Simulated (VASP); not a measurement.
Write the native input for VASP 6.6.1 that does the following.

```yaml
Task: single point
Functional: PBEsol
Potentials_or_basis: VASP PAW PBE potentials, release 64 (Na_pv, F)
Cutoff: 520 eV
k_mesh: 10 × 10 × 10
Occupations: fermi-dirac, width 0.05 eV
Spin: no spin polarisation
Dipole_correction: no
Further_INCAR_settings: ALGO = Normal; EDIFF = 1e-07; NBANDS = 14
```

The structure of NaF (Villiaumite) lies in POSCAR:

```
NaF
1.0
    0.0000000000      2.2886448050      2.2886448050
    2.2886448050      0.0000000000      2.2886448050
    2.2886448050      2.2886448050      0.0000000000
Na F
1 1
Direct
    0.0000000000      0.0000000000      0.0000000000
    0.5000000000      0.5000000000      0.5000000000
```

This cell differs from its parent crystal: volume scaled by 0.96.

The input as run:

INCAR

```
PREC = Accurate
ENCUT = 520
EDIFF = 1E-7
ISMEAR = -1
SIGMA = 0.05
LREAL = False
LASPH = True
NELM = 100
ALGO = Normal
ISIF = 2
LWAVE = False
LCHARG = False
GGA = PS
NBANDS = 14
```

KPOINTS

```
Automatic mesh
0
Gamma
  10 10 10
```

Potentials or basis: VASP PAW PBE potentials, release 64 (Na_pv, F).

Command:

```console
$ cat potpaw_PBE.64/Na_pv/POTCAR potpaw_PBE.64/F/POTCAR > POTCAR
$ mpirun -np 1 vasp_std > vasp.out
```

Results of the run:

```
Pressure               : 1.8 GPa
Band gap on the k mesh : 6.36 eV, direct
```

Caveat: the PAW data sets were made with another functional, which shifts forces and pressure a little.

Run time: 4.7 s on 1 thread of Intel(R) Xeon(R) 6975P-C (Granite Rapids), with other jobs on the host, peak memory 0.13 GiB.
